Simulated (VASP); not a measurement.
Crystal: Fe.

```xyz
1
Lattice="-1.4430 1.4430 1.4430 1.4430 -1.4430 1.4430 1.4430 1.4430 -1.4430" Properties=species:S:1:pos:R:3 pbc="T T T"
Fe    0.0000    0.0000    0.0000
```

| Item | Value |
| --- | --- |
| Program | VASP 6.6.1 |
| Task | relaxation of cell and atoms |
| Functional | PBE |
| Potentials or basis | VASP PAW PBE potentials, release 64 (Fe) |
| Cutoff | 600 eV |
| k mesh | 20 × 20 × 20 |
| Occupations | gaussian, width 0.1 eV |
| Spin | collinear spin, ferromagnetic start |
| Starting moments | [2.66] μB |

At the start: pressure -9.4 GPa; volume 12.02 Å³/atom.

Where does the relaxation end?

Over 3 steps the energy falls by 20.6 meV/atom and the volume is 11.35 Å³/atom (-5.6 %); space group Im-3m (No. 229, to 0.05 Å); moment 2.19 μB per cell.

The path:
```tsv
step	energy change (eV)	largest force (eV/Å)	pressure (GPa)	volume (Å³)
1	0.0000	0.0000	-9.44	12.02
2	-0.0062	0.0000	9.53	10.83
3	-0.0206	0.0000	0.03	11.35
```

Final structure:
```
CELL_PARAMETERS angstrom
-1.41566 1.41566 1.41566
1.41566 -1.41566 1.41566
1.41566 1.41566 -1.41566
ATOMIC_POSITIONS crystal
Fe 0.00000 0.00000 0.00000
```
